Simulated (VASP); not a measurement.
# Se (Cmcm) in VASP: further runs

Runs on Se. Level: PBEsol. Tasks: single point.

Everything below comes from runs of VASP 6.6.1. Logs are shortened: lines on timing, memory, paths and dates and some standing lists are left out, and cuts for length are marked.

## Step 1: The cell of the first run

It takes space group Cmcm (No. 63, orthorhombic). The conventional cell has a = 2.718 Å, b = 7.747 Å, c = 4.431 Å, α = 90.00°, β = 90.00°, γ = 90.00°. Se (site symmetry m2m) has 4 Se at 2.38 to 2.72 Å within 3.1 Å.

## Step 2: Single point, PBEsol (strained)

File INCAR:

```
SYSTEM = Se
PREC = Accurate
ENCUT = 520
EDIFF = 1E-7
ISMEAR = 0
SIGMA = 0.1
LREAL = .False.
LASPH = .True.
NELM = 60
ALGO = Normal
ISIF = 2
LWAVE = .False.
LCHARG = .False.
GGA = PS
NBANDS = 13
```

File KPOINTS:

```
Automatic mesh
0
Gamma
  16 16 10
  0 0 0
```

File POSCAR:

```
Se
1.0
    1.3590641269     -3.8736863818      0.0000000000
    1.3590641269      3.8736863818      0.0000000000
    0.0000000000      0.0000000000      4.4308317852
Se
2
Direct
    0.9430828960      0.0569171040      0.2500000000
    0.0569171040      0.9430828960      0.7500000000
```

Potentials or basis: VASP PAW PBE potentials, release 64 (Se).

Started as:

```sh
> cat potpaw_PBE.64/Se/POTCAR > POTCAR
> mpirun -np 1 vasp_std > vasp.out
```

OUTCAR:

```text
SYSTEM = Se
   PREC = Accurate
   ENCUT = 520
   EDIFF = 1E-7
   ISMEAR = 0
   LREAL = .False.
   LASPH = .True.
   NELM = 60
   ISIF = 2
   GGA = PS

 ion  position               nearest neighbor table
   1  0.943  0.057  0.250-   2 2.38   2 2.38
   2  0.057  0.943  0.750-   1 2.38   1 2.38

  LATTYP: Found a base centered orthorhombic cell.
 ALAT       =     2.7181282538
 B/A-ratio  =     2.8502601939
 C/A-ratio  =     1.6301040170

  Lattice vectors:

 A1 = (   1.3590641269,  -3.8736863818,   0.0000000000)
 A2 = (   1.3590641269,   3.8736863818,   0.0000000000)
 A3 = (   0.0000000000,   0.0000000000,   4.4308317852)

Analysis of symmetry for initial positions (statically):
=====================================================================
 Subroutine PRICEL returns:
 Original cell was already a primitive cell.

 Routine SETGRP: Setting up the symmetry group for a
 base centered orthorhombic supercell.

 Subroutine GETGRP returns: Found  8 space group operations
 (whereof  4 operations were pure point group operations)
 out of a pool of  8 trial point group operations.

The static configuration has the point symmetry C_2h.
 The point group associated with its full space group is D_2h.

Analysis of symmetry for dynamics (positions and initial velocities):
=====================================================================
 Subroutine PRICEL returns:
 Original cell was already a primitive cell.

 Routine SETGRP: Setting up the symmetry group for a
 base centered orthorhombic supercell.

 Subroutine GETGRP returns: Found  8 space group operations
 (whereof  4 operations were pure point group operations)
 out of a pool of  8 trial point group operations.

The dynamic configuration has the point symmetry C_2h.
 The point group associated with its full space group is D_2h.

 Subroutine INISYM returns: Found  8 space group operations
 (whereof  4 operations are pure point group operations),
 and found     1 'primitive' translations

----------------------------------------------------------------------------------------

                                     Primitive cell

  volume of cell :      46.6530

  direct lattice vectors                    reciprocal lattice vectors
     1.359064127 -3.873686382  0.000000000     0.367900226 -0.129076015  0.000000000
     1.359064127  3.873686382  0.000000000     0.367900226  0.129076015  0.000000000
     0.000000000  0.000000000  4.430831785     0.000000000  0.000000000  0.225691258

  length of vectors
     4.105179836  4.105179836  4.430831785     0.389886130  0.389886130  0.225691258

  position of ions in fractional coordinates (direct lattice)
     0.943082896  0.056917104  0.250000000
     0.056917104  0.943082896  0.750000000

  ion indices of the primitive-cell ions
   primitive index   ion index
                 1           1
                 2           2

----------------------------------------------------------------------------------------

 KPOINTS: Automatic mesh

Automatic generation of k-mesh.
 Grid dimensions read from file:
 generate k-points for:   16   16   10

 Generating k-lattice:

  Cartesian coordinates                     Fractional coordinates (reciprocal lattice)
     0.022993764 -0.008067251  0.000000000     0.062500000 -0.000000000  0.000000000
     0.022993764  0.008067251  0.000000000    -0.000000000  0.062500000  0.000000000
     0.000000000  0.000000000  0.022569126     0.000000000  0.000000000  0.100000000

  Length of vectors
     0.024367883  0.024367883  0.022569126

  Shift w.r.t. Gamma in fractional coordinates (k-lattice)
     0.000000000  0.000000000  0.000000000

 Subroutine IBZKPT returns following result:
 ===========================================

 Found    438 irreducible k-points:

 Following reciprocal coordinates:
            Coordinates               Weight
  0.000000  0.000000  0.000000      1.000000
  0.062500 -0.000000  0.000000      4.000000
  0.125000 -0.000000  0.000000      4.000000
  0.187500 -0.000000  0.000000      4.000000
  0.250000 -0.000000  0.000000      4.000000
  0.312500 -0.000000  0.000000      4.000000
[... 16 lines left out ...]
 -0.125000  0.062500  0.000000      4.000000
 -0.062500  0.062500  0.000000      2.000000
 [... further k-points ...]
   k-points           NKPTS =    438   k-points in BZ     NKDIM =    438   number of bands    NBANDS=     13
   number of dos      NEDOS =    301   number of ions     NIONS =      2
   total plane-waves  NPLWV =  36864
   dimension x,y,z NGX =    32 NGY =   32 NGZ =   36
   dimension x,y,z NGXF=    64 NGYF=   64 NGZF=   72
   ions per type =               2
   NGX,Y,Z   is equivalent  to a cutoff of  12.96, 12.96, 13.51 a.u.
   NGXF,Y,Z  is equivalent  to a cutoff of  25.92, 25.92, 27.01 a.u.
 SYSTEM =  Se
   PREC   = accura    normal or accurate (medium, high low for compatibility)
   ISTART =      0    job   : 0-new  1-cont  2-samecut
   ICHARG =      2    charge: 1-file 2-atom 10-const
   ISPIN  =      1    spin polarized calculation?
   LNONCOLLINEAR =      F non collinear calculations
   LSORBIT =      F    spin-orbit coupling
   LASPH  =      T    aspherical Exc in radial PAW
   ENCUT  =  520.0 eV  38.22 Ry    6.18 a.u.   7.63  7.63  8.24*2*pi/ulx,y,z
   NELM   =     60;   NELMIN=  2; NELMDL= -5     # of ELM steps
   EDIFF  = 0.1E-06   stopping-criterion for ELM
   LREAL  =      F    real-space projection
   EDIFFG = 0.1E-05   stopping-criterion for IOM
   NSW    =      0    number of steps for IOM
   IBRION =     -1    ionic relax: 0-MD 1-quasi-New 2-CG
   NFREE  =      0    steps in history (QN), initial steepest desc. (CG)
   ISIF   =      2    stress and relaxation
   ISYM   =      2    0-nonsym 1-usesym 2-fastsym
   POTIM  = 0.5000    time-step for ionic-motion
   TEBEG  =    0.0;   TEEND  =   0.0 temperature during run
   PSTRESS=    0.0 pullay stress
   NELECT =      12.0000    total number of electrons
   NUPDOWN=      -1.0000    fix difference up-down
   EMIN   =  10.00;   EMAX   =-10.00  energy-range for DOS
   EFERMI =   0.00;   METHOD = LEGACY
   ISMEAR =     0;   SIGMA  =   0.10  broadening in eV -4-tet -1-fermi 0-gaus
   EFERMI_NEDOS =   21; number of points for ismear=-14 and -15
   IALGO  =     38    algorithm
   IMIX   =      4    mixing-type and parameters
     AMIX     =   0.40;   BMIX     =  1.00
     AMIX_MAG =   1.60;   BMIX_MAG =  1.00
  volume/ion in A,a.u.               =      23.33       157.42
  Fermi-wavevector in a.u.,A,eV,Ry     =   1.041139  1.967467 14.748311  1.083970
  Thomas-Fermi vector in A             =   2.175746
   LORBIT       =      0    0 simple, 1 ext, 2 COOP (PROOUT), +10 PAW based schemes
   GGA     = PS    functional components
   LHFCALC =     F    Hartree Fock is set to
   AEXX    =    0.0000 exact exchange contribution
   IVDW    =     0    specifies the selected vdW correction
   LEPSILON=     F    determine dielectric tensor
   LRPA    =     F    only Hartree local field effects (RPA)
 non-spin polarized calculation
 Gauss-broadening in eV      SIGMA  =   0.10
  energy-cutoff  :      520.00
  volume of cell :       46.65
 maximum number of plane-waves:      1277
   NGX = 15   NGY = 15   NGZ = 17

 number of electron      12.0000000 magnetization

 Free energy of the ion-electron system (eV)
  ---------------------------------------------------
  ext. energy  EPLUGINS =         0.00000000
  ---------------------------------------------------
  free energy    TOTEN  =        -7.23444592 eV

  energy without entropy =       -7.23104657  energy(sigma->0) =       -7.23274624

 E-fermi :   4.0901     XC(G=0):  -9.7209

 val. band max:        4.0732931736   @ k =   0.2500   0.2500   0.1000
 cond. band min:       4.0929502846   @ k =   0.3125   0.2500   0.3000
 fundamental gap:      0.0196571109
 Fermi energy:         4.0901177639

 k-point     1 :       0.0000    0.0000    0.0000
  band No.  band energies     occupation
      1     -12.8005      2.00000
      2      -7.6143      2.00000
      3      -3.4950      2.00000
      4       1.3597      2.00000
      5       1.9709      2.00000
      6       6.1462      0.00000
      7       7.4660      0.00000
      8       9.3824      0.00000
      9       9.4789      0.00000
     10      11.6335      0.00000
     11      12.9446      0.00000
     12      13.2881      0.00000
     13      17.8595      0.00000

 k-point     2 :       0.0625   -0.0000    0.0000
  band No.  band energies     occupation
      1     -12.7341      2.00000
      2      -7.5502      2.00000
      3      -3.4367      2.00000
      4       1.3194      2.00000
      5       2.1021      2.00000
      6       5.4634      0.00000
      7       7.4886      0.00000
      8       8.8254      0.00000
      9       9.5451      0.00000
     10      11.7707      0.00000
     11      13.3599      0.00000
     12      13.7521      0.00000
     13      17.8189      0.00000

 k-point     3 :       0.1250   -0.0000    0.0000
  band No.  band energies     occupation
      1     -12.5372      2.00000
      2      -7.3598      2.00000
      3      -3.2654      2.00000
      4       1.2790      2.00000
      5       2.3869      2.00000
      6       4.0016      1.78925
      7       7.5235      0.00000
      8       7.5580      0.00000
      9       9.7565      0.00000
     10      12.1344      0.00000
     11      13.4782      0.00000
     12      15.5829      0.00000
     13      16.0391      0.00000

 k-point     4 :       0.1875   -0.0000    0.0000
  band No.  band energies     occupation
      1     -12.2181      2.00000
      2      -7.0493      2.00000
      3      -2.9929      2.00000
      4       1.2722      2.00000
      5       2.1643      2.00000
      6       2.9767      2.00000
      7       5.9687      0.00000
      8       7.6758      0.00000
      9      10.1359      0.00000
     10      12.5617      0.00000
     11      13.0425      0.00000
     12      14.8839      0.00000
     13      15.1183      0.00000

 k-point     5 :       0.2500   -0.0000    0.0000
  band No.  band energies     occupation
      1     -11.7938      2.00000
      2      -6.6320      2.00000
      3      -2.6413      2.00000
      4       0.4392      2.00000
      5       1.5916      2.00000
      6       3.2790      2.00000
      7       4.4254      0.00000
      8       7.8362      0.00000
      9      10.6610      0.00000
     10      11.7717      0.00000
     11      12.4263      0.00000
     12      14.2036      0.00000
     13      15.3161      0.00000
[... 257 lines left out ...]
 k-point    22 :      -0.1875    0.0625    0.0000
  band No.  band energies     occupation
      1     -12.5073      2.00000
      2      -7.3783      2.00000
      3      -3.2353      2.00000
      4       0.8133      2.00000
      5       2.6639      2.00000
      6       3.9599      1.93439
      7       7.2641      0.00000
      8       7.5373      0.00000
      9       9.8765      0.00000
     10      12.7379      0.00000
     11      13.8780      0.00000
     12      15.5376      0.00000
     13      15.9840      0.00000

 k-point    23 :      -0.1250    0.0625    0.0000
  band No.  band energies     occupation
      1     -12.7133      2.00000
      2      -7.5626      2.00000
      3      -3.4156      2.00000
      4       0.8807      2.00000
      5       2.4119      2.00000
      6       5.4419      0.00000
      7       7.2707      0.00000
      8       8.8342      0.00000
      9       9.5794      0.00000
     10      12.2236      0.00000
     11      13.6730      0.00000
     12      13.7288      0.00000
     13      17.7566      0.00000

 k-point    24 :      -0.0625    0.0625    0.0000
  band No.  band energies     occupation
      1     -12.7900      2.00000
      2      -7.6205      2.00000
      3      -3.4842      2.00000
      4       1.0594      2.00000
      5       2.2073      2.00000
      6       6.1372      0.00000
      7       7.3502      0.00000
      8       9.3865      0.00000
      9       9.4775      0.00000
     10      11.8732      0.00000
     11      12.9368      0.00000
     12      13.4533      0.00000
     13      17.8953      0.00000

 [... further k-points ...]

------------------------ aborting loop because EDIFF is reached ----------------------------------------

  FORCE on cell =-STRESS in cart. coord.  units (eV):
  Direction    XX          YY          ZZ          XY          YZ          ZX
  --------------------------------------------------------------------------------------
  -------------------------------------------------------------------------------------
  Total        1.2534772      0.9752496      5.2661713      0.0000000      0.0000000      0.0000000
  in kB       43.0474428     33.4924319    180.8530747      0.0000000      0.0000000      0.0000000
  external PRESSURE =      85.7976498 kB  Pullay stress =       0.0000000 kB

 VOLUME and BASIS-vectors are now :
 -----------------------------------------------------------------------------
  energy-cutoff  :      520.00
  volume of cell :       46.65
      direct lattice vectors                 reciprocal lattice vectors
     1.359064127 -3.873686382  0.000000000     0.367900226 -0.129076015  0.000000000
     1.359064127  3.873686382  0.000000000     0.367900226  0.129076015  0.000000000
     0.000000000  0.000000000  4.430831785     0.000000000  0.000000000  0.225691258

 POSITION                                       TOTAL-FORCE (eV/Angst)
 -----------------------------------------------------------------------------------
      1.35906     -3.43273      1.10771         0.000000      1.141264      0.000000
      1.35906      3.43273      3.32312         0.000000     -1.141264     -0.000000
 -----------------------------------------------------------------------------------
    total drift:                                0.000000      0.000000     -0.000000

  FREE ENERGIE OF THE ION-ELECTRON SYSTEM (eV)
  ---------------------------------------------------
  free  energy   TOTEN  =        -7.2344459153 eV

  energy  without entropy=       -7.2310465665  energy(sigma->0) =       -7.23274624
```

Run time: 96 s. Hardware: 1 thread of Intel Xeon 6975P-C (Granite Rapids), shared host; peak memory 0.35 GiB.

Results:

- Free energy: -7.2344 eV
- Pressure: 8.6 GPa
- Largest force: 1.141 eV/Å
- Band gap on the k mesh: zero (band 6 reaches 6.75 eV, above the bottom of band 7 at 2.46 eV)

Forces in eV/Å, atoms in the order of the input:
```
Se   0.000  1.141  0.000
Se   0.000 -1.141  0.000
```

Caveat: the cell differs from its parent crystal (strained); the PAW data sets were made with another functional, which shifts forces and pressure a little.

## Step 3: Single point, PBEsol (strained and its atoms moved)

File INCAR:

```
ALGO     = Normal         # electronic algorithm
EDIFF    = 1E-6           # SCF threshold, eV
ENCUT    = 520            # plane-wave cutoff, eV
GGA      = PS             # functional
ISIF     = 2              # what is computed and relaxed
ISMEAR   = 0              # smearing method
LASPH    = True           # aspherical terms in the spheres
LCHARG   = False          # write CHGCAR
LREAL    = False          # projectors in reciprocal space
LWAVE    = False          # write WAVECAR
NBANDS   = 13             # bands
NELM     = 100            # most SCF steps
PREC     = Accurate       # precision mode
SIGMA    = 0.1            # smearing width, eV
```

File KPOINTS:

```
k-points
0
Gamma
  16 16 10
```

File POSCAR:

```
Se
1.0
    1.3279719186     -4.1617480590      0.0000000000
    1.3279719186      4.1617480590      0.0000000000
    0.0000000000      0.0000000000      4.2827406372
Se
2
Direct
    0.9393691080      0.0606308920      0.2500000000
    0.0606308920      0.9393691080      0.7500000000
```

Potentials or basis: VASP PAW PBE potentials, release 64 (Se).

Started as:

```sh
> cat potpaw_PBE.64/Se/POTCAR > POTCAR
> mpirun -np 1 vasp_std > vasp.out
```

Run time: 68 s. Hardware: 1 thread of Intel Xeon 6975P-C (Granite Rapids), shared host; peak memory 0.34 GiB.

The run converged. Its results:

```yaml
Free_energy: -7.0932 eV
Pressure: 12.5 GPa
Largest_force: 0.926 eV/Å
Band_gap_on_the_k_mesh: zero (band 6 reaches 7.03 eV, above the bottom of band 7 at 2.71 eV)
```

Forces in eV/Å, atoms in the order of the input:
```
Se   0.000  0.926  0.000
Se   0.000 -0.926  0.000
```

Stress tensor (GPa, compression positive):
```
13.18  0.00  0.00
 0.00  1.94  0.00
 0.00  0.00 22.52
```

Levels at points of the mesh, in eV from the Fermi level:
```csv
k point,band 2,band 3,band 4,band 5,band 6,band 7,band 8,band 9,band 10,band 11
"(0.00, 0.00, 0.00)",-12.16,-7.79,-3.28,-3.19,2.21,2.26,4.80,5.58,6.89,8.56
"(0.50, 0.00, 0.00)",-9.24,-8.06,-5.62,-4.17,-1.55,-0.43,3.60,4.39,5.18,7.99
"(0.50, 0.50, 0.00)",-12.46,-7.59,-5.00,-2.37,0.69,2.07,5.70,8.42,9.07,9.48
"(0.00, 0.00, 0.50)",-15.64,-4.84,-4.84,0.43,0.43,3.63,3.63,4.19,4.19,10.79
"(0.50, 0.00, 0.50)",-12.80,-6.51,-6.51,-3.05,-3.05,3.24,3.24,4.81,4.81,9.00
"(0.50, 0.50, 0.50)",-15.50,-6.20,-6.20,1.51,1.51,3.55,3.55,7.43,7.43,10.52
```

Caveat: the cell differs from its parent crystal (strained and its atoms moved); the PAW data sets were made with another functional, which shifts forces and pressure a little.
